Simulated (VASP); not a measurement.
A run of VASP 6.6.1 is set up as follows.

The input POSCAR:

```
HfN
1.0
    3.1339080000      0.0000000000      0.0000000000
   -1.5669540000      2.7140440000      0.0000000000
    0.0000000000      0.0000000000      5.4167680000
Hf N
2 2
Direct
    0.6666666667      0.3333333333      0.7500000000
    0.3333333333      0.6666666667      0.2500000000
    0.0000000000      0.0000000000      0.0000000000
    0.0000000000      0.0000000000      0.5000000000
```

INCAR.step1

```
SYSTEM = HfN
PREC = Accurate ; ENCUT = 520
ISMEAR = 0 ; SIGMA = 0.25
LREAL = .FALSE. ; LASPH = .TRUE.
NELM = 60 ; NBANDS = 23
GGA = PE ; ALGO = Normal
EDIFF = 1E-4 ; LWAVE = .TRUE.
LCHARG = .FALSE.
```

The input INCAR.step2:

```
SYSTEM = HfN
PREC = Accurate ; ENCUT = 520
EDIFF = 1E-6 ; ISMEAR = 0
SIGMA = 0.25 ; LREAL = .FALSE.
LASPH = .TRUE. ; NELM = 60
ALGO = Normal ; ISIF = 2
LWAVE = .FALSE. ; LCHARG = .FALSE.
METAGGA = R2SCAN ; LMIXTAU = .TRUE.
NBANDS = 23 ; ISTART = 1
```

The input KPOINTS:

```
Automatic mesh
0
G
  8 8 4
  0 0 0
```

Potentials or basis: VASP PAW PBE potentials, release 64 (Hf_pv, N).

Launch:

```sh
$ cat potpaw_PBE.64/Hf_pv/POTCAR potpaw_PBE.64/N/POTCAR > POTCAR
$ cp INCAR.step1 INCAR
$ mpirun -np 1 vasp_std > vasp.out
$ cp INCAR.step2 INCAR
$ mpirun -np 1 vasp_std > vasp.out
```

Task: What does it give for the pressure?

Result: 0.0 GPa.

Task: What does it give for the band gap on the k mesh?

Result: Zero (band 15 reaches 9.94 eV, above the bottom of band 16 at 7.50 eV).

Caveat: the PAW data sets were made with another functional, which shifts forces and pressure a little; spin-orbit coupling is left out, which moves the levels of the heavy elements.
